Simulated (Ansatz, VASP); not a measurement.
# Zr2N in VASP and in Ansatz

```xyz
6
Lattice="5.3700 0.0000 0.0000 0.0000 5.3698 0.0000 0.0000 0.0000 3.2712" Properties=species:S:1:pos:R:3 pbc="T T T"
Zr    1.5631    1.6357    0.0249
Zr    3.7569    3.8297    0.0250
Zr    4.2481    1.1448    1.6606
Zr    1.0720    4.3206    1.6606
N    -0.0250    0.0478    0.0249
N     2.6600    2.7327    1.6606
```

Alike in both runs: functional PBEsol; k mesh 4 × 4 × 6; occupations gaussian, width 0.1 eV; no spin polarisation.

Ansatz relaxed the structure, and its values are those at the end. VASP's run is a single point on that final structure, the one shown.

|  | VASP | Ansatz |
| --- | --- | --- |
| version | VASP 6.6.1 | Ansatz 0.2.0 |
| potentials or method | VASP PAW PBE potentials, release 64 (Zr_sv, N), cutoff 520 eV | scalar-relativistic, plane waves, PAW |
| valence electrons in the cell | 58 | 58 |

Ansatz gave:

```
gap on the k mesh at the Fermi level (eV) : none
pressure (GPa)                            : 0.0
```

**Question.** Which values does VASP return?

**Answer.** gap on the k mesh at the Fermi level (eV): none; pressure (GPa): 0.2.

VASP's potentials were made for PBE, not for PBEsol. A gap of «none» marks a metal or a gap that the smearing closes.
